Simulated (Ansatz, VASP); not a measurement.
## CuI3 in VASP and in Ansatz

```
Cu I
1.0
     5.46504    0.00000    0.00000
     0.00000    5.46504    0.00000
     0.00000    0.00000    5.46504
Cu I
1 3
Direct
  0.00000 0.00000 0.00000
  0.50000 0.00000 0.00000
  0.00000 0.00000 0.50000
  0.00000 0.50000 0.00000
```

Alike in both runs: task single point; functional PBE; k mesh 6 × 6 × 6; occupations gaussian, width 0.05 eV; collinear spin; Hubbard terms Cu d U = 4.0 eV.

|  | VASP | Ansatz |
| --- | --- | --- |
| version | VASP 6.6.1 | Ansatz 0.2.0 |
| potentials or method | VASP PAW PBE potentials, release 64 (Cu, I), cutoff 520 eV | scalar-relativistic, plane waves, PAW |
| valence electrons in the cell | 32 | 70 |

Ansatz gave:

```
pressure (GPa) : 0.0
```

**Question.** Which values does VASP return?

**Answer.** Pressure (GPa): -0.2.

The programs project onto different local orbitals, so the same U acts differently, and such runs can settle in different states. VASP's potentials hold 32 valence electrons a cell and Ansatz's 70, so a difference there can come from the potentials and not from the codes. Ansatz's warnings: filled band counts differ across k points, seeded moment not kept.

Spin-orbit coupling is off throughout.
